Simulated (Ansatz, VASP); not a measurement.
## One calculation of Si, two programs

```
Si
1.0
     3.79300    0.00000    0.00000
    -1.89650    3.28484    0.00000
     0.00000    0.00000    6.46120
Si
4
Direct
  0.33333 0.66667 0.06301
  0.66667 0.33333 0.56301
  0.33333 0.66667 0.43699
  0.66667 0.33333 0.93699
```

Alike in both runs: task single point; functional PBE; k mesh 10 × 10 × 6; occupations fermi-dirac, width 0.05 eV; no spin polarisation.

|  | VASP | Ansatz |
| --- | --- | --- |
| version | VASP 6.6.1 | Ansatz 0.2.0 |
| potentials or method | VASP PAW PBE potentials, release 64 (Si), cutoff 500 eV | plane waves, PAW |
| valence electrons in the cell | 16 | 16 |

|  | VASP | Ansatz | Ansatz less VASP |
| --- | --- | --- | --- |
| pressure (GPa) | 1.4 | 1.5 | +0.08 |
| traceless stress, the component that is largest in VASP (GPa) | -4.30 | -4.28 | +0.019 |

Ansatz's warnings: stress scf threshold loose, structure snapped to symmetry.
